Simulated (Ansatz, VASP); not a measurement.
**SiO2: VASP beside Ansatz**

INCAR

```
SYSTEM = SiO2
ALGO = Normal
EDIFF = 1E-7
ENCUT = 520
GGA = PE
ISIF = 2
ISMEAR = -1
LASPH = .TRUE.
LCHARG = .TRUE.
LELF = .TRUE.
LREAL = .FALSE.
LVHAR = .TRUE.
LWAVE = .FALSE.
NBANDS = 15
NELM = 100
PREC = Accurate
SIGMA = 0.02
```

Contents of KPOINTS:

```
k-points
0
G
  10 10 10
  0 0 0
```

File POSCAR:

```
SiO2
1.0
    0.0000000000      2.2641691173      2.2641691173
    2.2641691173      0.0000000000      2.2641691173
    2.2641691173      2.2641691173      0.0000000000
Si O
1 2
Direct
    0.0000000000      0.0000000000      0.0000000000
    0.2500000000      0.2500000000      0.2500000000
    0.7500000000      0.7500000000      0.7500000000
```

Input for Ansatz:

```yaml
crystal:
  lattice:
    - [0.0, 2.2641691173, 2.2641691173]
    - [2.2641691173, 0.0, 2.2641691173]
    - [2.2641691173, 2.2641691173, 0.0]
  atoms:
    - { symbol: Si, position: [0.0, 0.0, 0.0] }
    - { symbol: O, position: [0.25, 0.25, 0.25] }
    - { symbol: O, position: [0.75, 0.75, 0.75] }
kpoints:
  mp_grid: { grid: [10, 10, 10] }
  band_path:
    path:
      - [0.0, 0.0, 0.0]
      - [0.5, 0.0, 0.5]
      - [0.625, 0.25, 0.625]
      - [0.375, 0.375, 0.75]
      - [0.5, 0.5, 0.5]
      - [0.5, 0.25, 0.75]
    npoints: 1
hamiltonian:
  xc: pbe
scf:
  occupations: { method: fermi_dirac, width: 0.02 }
  n_extra_bands: 4
output:
  forces: true
  stress: true
  eigenvalues: true
```

Alike in both runs: task single point; functional PBE; k mesh 10 × 10 × 10; occupations fermi-dirac, width 0.02 eV; no spin polarisation.

|  | VASP | Ansatz |
| --- | --- | --- |
| version | VASP 6.6.1 | Ansatz 0.2.0 |
| potentials or method | VASP PAW PBE potentials, release 64 (Si, O) | plane waves, PAW |
| plane-wave cutoff (eV) | 520 | 420 |
| valence electrons in the cell | 16 | 16 |

|  | VASP | Ansatz | Ansatz less VASP |
| --- | --- | --- | --- |
| gap on the k mesh at the Fermi level (eV) | 2.06 | 2.09 | +0.029 |
| pressure (GPa) | 10.3 | 10.0 | -0.37 |

The functional is the same, so the differences come from potentials, cutoffs and numerics.
